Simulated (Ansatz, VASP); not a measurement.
Ti12N12O in VASP and in Ansatz

The input INCAR:

```
SYSTEM = Ti12N12O
PREC = Accurate ; ENCUT = 520
EDIFF = 1E-6 ; ISMEAR = 0
SIGMA = 0.1 ; LREAL = Auto
LASPH = .TRUE. ; NELM = 100
ALGO = Normal ; ISIF = 2
LWAVE = .FALSE. ; LCHARG = .FALSE.
LDIPOL = .TRUE. ; IDIPOL = 3
DIPOL = 0.5 0.5 0.290 ; GGA = PE
IVDW = 12 ; NBANDS = 123
```

Contents of KPOINTS:

```
regular mesh
0
G
  5 5 1
  0 0 0
```

Contents of POSCAR:

```
Ti12N12O
1.0
    5.9473589866      0.0000000000      0.0000000000
    0.0000000000      5.9473589866      0.0000000000
    0.0000000000      0.0000000000     21.5533569335
Ti N O
12 12 1
Direct
    0.2500000000      0.2500000000      0.1855859397
    0.2500000000      0.7500000000      0.1855859397
    0.7500000000      0.2500000000      0.1855859397
    0.7500000000      0.7500000000      0.1855859397
    0.0000000000      0.0000000000      0.2814770362
    0.0000000000      0.5000000000      0.2814770362
    0.5000000000      0.0000000000      0.2814770362
    0.5000000000      0.5000000000      0.2814770362
    0.2500000000      0.2500000000      0.3733135280
    0.2500000000      0.7500000000      0.3733135280
    0.7500000000      0.2500000000      0.3733135280
    0.7500000000      0.7500000000      0.3733135280
    0.0000000000      0.0000000000      0.1855859397
    0.0000000000      0.5000000000      0.1855859397
    0.5000000000      0.0000000000      0.1855859397
    0.5000000000      0.5000000000      0.1855859397
    0.2500000000      0.2500000000      0.2799709833
    0.2500000000      0.7500000000      0.2799709833
    0.7500000000      0.2500000000      0.2799709833
    0.7500000000      0.7500000000      0.2799709833
    0.0000000000      0.0000000000      0.3829267505
    0.0000000000      0.5000000000      0.3829267505
    0.5000000000      0.0000000000      0.3829267505
    0.5000000000      0.5000000000      0.3829267505
    0.0000000000      0.0000000000      0.4989179628
```

Input for Ansatz:

```yaml
crystal:
  lattice:
    - [5.9473589866, 0.0, 0.0]
    - [0.0, 5.9473589866, 0.0]
    - [0.0, 0.0, 21.5533569335]
  atoms:
    - { symbol: Ti, position: [0.25, 0.25, 0.1855859397] }
    - { symbol: Ti, position: [0.25, 0.75, 0.1855859397] }
    - { symbol: Ti, position: [0.75, 0.25, 0.1855859397] }
    - { symbol: Ti, position: [0.75, 0.75, 0.1855859397] }
    - { symbol: "N", position: [0.0, 0.0, 0.1855859397] }
    - { symbol: "N", position: [0.0, 0.5, 0.1855859397] }
    - { symbol: "N", position: [0.5, 0.0, 0.1855859397] }
    - { symbol: "N", position: [0.5, 0.5, 0.1855859397] }
    - { symbol: Ti, position: [0.0, 0.0, 0.2814770362] }
    - { symbol: Ti, position: [0.0, 0.5, 0.2814770362] }
    - { symbol: Ti, position: [0.5, 0.0, 0.2814770362] }
    - { symbol: Ti, position: [0.5, 0.5, 0.2814770362] }
    - { symbol: "N", position: [0.25, 0.25, 0.2799709833] }
    - { symbol: "N", position: [0.25, 0.75, 0.2799709833] }
    - { symbol: "N", position: [0.75, 0.25, 0.2799709833] }
    - { symbol: "N", position: [0.75, 0.75, 0.2799709833] }
    - { symbol: Ti, position: [0.25, 0.25, 0.373313528] }
    - { symbol: Ti, position: [0.25, 0.75, 0.373313528] }
    - { symbol: Ti, position: [0.75, 0.25, 0.373313528] }
    - { symbol: Ti, position: [0.75, 0.75, 0.373313528] }
    - { symbol: "N", position: [0.0, 0.0, 0.3829267505] }
    - { symbol: "N", position: [0.0, 0.5, 0.3829267505] }
    - { symbol: "N", position: [0.5, 0.0, 0.3829267505] }
    - { symbol: "N", position: [0.5, 0.5, 0.3829267505] }
    - { symbol: O, position: [0.0, 0.0, 0.4989179628] }
basis:
  ecutwfc: 420
kpoints:
  mp_grid: { grid: [5, 5, 1] }
hamiltonian:
  xc: pbe
  pseudopotentials: { kind: paw, azcp: { folder: soft_1 } }
  dispersion: d3bj
scf:
  occupations: { method: gaussian, width: 0.1 }
output:
  forces: true
  eigenvalues: true
efield:
  axis: 3
  dipole_correction: true
  ramp_width: 0.04
```

Alike in both runs: task single point; functional PBE; dispersion D3(BJ); k mesh 5 × 5 × 1; occupations gaussian, width 0.1 eV; no spin polarisation.

|  | VASP | Ansatz |
| --- | --- | --- |
| version | VASP 6.6.1 | Ansatz 0.2.0 |
| potentials or method | VASP PAW PBE potentials, release 64 (Ti_sv, N, O), cutoff 520 eV | scalar-relativistic, plane waves, PAW |
| valence electrons in the cell | 210 | 210 |

```csv
,VASP,Ansatz,Ansatz less VASP
gap on the k mesh at the Fermi level (eV),none,none,-
rms of the force components (eV/Å),0.684,0.683,-0.0010
```

A gap of «none» marks a metal or a gap that the smearing closes. Ansatz's warnings: vacuum below fermi.
